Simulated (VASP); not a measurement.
Wanted: the native input for a VASP 6.6.1 run.

```yaml
Task: single point
Functional: LDA
Potentials_or_basis: VASP PAW LDA potentials, release 64 (Al)
Cutoff: 520 eV
k_mesh: 18 × 18 × 18
Occupations: fermi-dirac, width 0.05 eV
Spin: no spin polarisation
Dipole_correction: no
Further_INCAR_settings: ALGO = Normal; EDIFF = 1e-06; NBANDS = 8
```

The structure of Al lies in POSCAR:

```
Al
1.0
    0.0000000000      1.9086899037      1.9086899037
    1.9086899037      0.0000000000      1.9086899037
    1.9086899037      1.9086899037      0.0000000000
Al
1
Direct
    0.0000000000      0.0000000000      0.0000000000
```

This cell differs from its parent crystal: volume scaled by 0.88.

These files were run (other wordings do the same):

INCAR

```
SYSTEM = Al
PREC = Accurate ; ENCUT = 520
EDIFF = 1E-6 ; ISMEAR = -1
SIGMA = 0.05 ; LREAL = .FALSE.
LASPH = .TRUE. ; NELM = 100
ALGO = Normal ; ISIF = 2
LWAVE = .FALSE. ; LCHARG = .TRUE.
LELF = .TRUE. ; LVHAR = .TRUE.
NBANDS = 8
```

KPOINTS

```
regular mesh
0
G
  18 18 18
  0 0 0
```

Potentials or basis: VASP PAW LDA potentials, release 64 (Al).

Run with:

```sh
$ cat potpaw_LDA.64/Al/POTCAR > POTCAR
$ mpirun -np 1 vasp_std > vasp.out
```

Results of the run:

```
Pressure : 14.4 GPa
```

Run time: 28 s on 1 thread of Intel Xeon 8259CL, with other jobs on the host, peak memory 0.09 GiB.
